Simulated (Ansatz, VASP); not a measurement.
# Two plane-wave programs on CaO

```
Ca O
1.0
    -1.55357    1.55357    5.82136
     1.55357   -1.55357    5.82136
     1.55357    1.55357   -5.82136
Ca O
2 2
Cartesian
  0.0000 0.0000 3.4037
  1.5536 0.0000 0.4931
  0.0000 0.0000 8.2390
  1.5536 0.0000 5.3283
```

Alike in both runs: task relaxation of cell and atoms; functional PBE; k mesh 10 × 10 × 10; occupations gaussian, width 0.02 eV; no spin polarisation.

|  | VASP | Ansatz |
| --- | --- | --- |
| version | VASP 6.6.1 | Ansatz 0.2.0 |
| potentials or method | VASP PAW PBE potentials, release 64 (Ca_sv, O), cutoff 600 eV | scalar-relativistic, plane waves, PAW |
| valence electrons in the cell | 32 | 32 |

Ansatz gave:

```
gap on the k mesh at the Fermi level, each at its own relaxed structure (eV) : 3.46
relaxed volume (Å³/atom)                                                     : 14.04
relaxed cell length with the largest relative difference (Å)                 : 6.222
```

Q: What did VASP give for the same quantities?

A: gap on the k mesh at the Fermi level, each at its own relaxed structure (eV): 3.44; relaxed volume (Å³/atom): 14.10; relaxed cell length with the largest relative difference (Å): 6.229.
